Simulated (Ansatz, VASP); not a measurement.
# MgF2: VASP beside Ansatz

```
Mg F
1.0
     4.62592    0.00000    0.00000
     0.00000    4.62592    0.00000
     0.00000    0.00000    3.04935
Mg F
2 4
Direct
  0.00000 0.00000 0.00000
  0.50000 0.50000 0.50000
  0.30294 0.30294 0.00000
  0.19706 0.80294 0.50000
  0.69706 0.69706 0.00000
  0.80294 0.19706 0.50000
```

Alike in both runs: task relaxation of the atoms; functional r2SCAN; k mesh 6 × 6 × 10; occupations fermi-dirac, width 0.02 eV; no spin polarisation.

|  | VASP | Ansatz |
| --- | --- | --- |
| version | VASP 6.6.1 | Ansatz 0.2.0 |
| potentials or method | VASP PAW PBE potentials, release 64 (Mg, F), cutoff 580 eV | PAW plane waves |
| valence electrons in the cell | 32 | 48 |

|  | VASP | Ansatz | Ansatz less VASP |
| --- | --- | --- | --- |
| gap on the k mesh at the Fermi level, each at its own relaxed structure (eV) | 8.01 | 8.06 | +0.049 |

VASP's potentials were made for PBE, not for r2SCAN. VASP's potentials hold 32 valence electrons a cell and Ansatz's 48, so a difference there can come from the potentials and not from the codes. Ansatz's warnings: stress scf threshold loose.
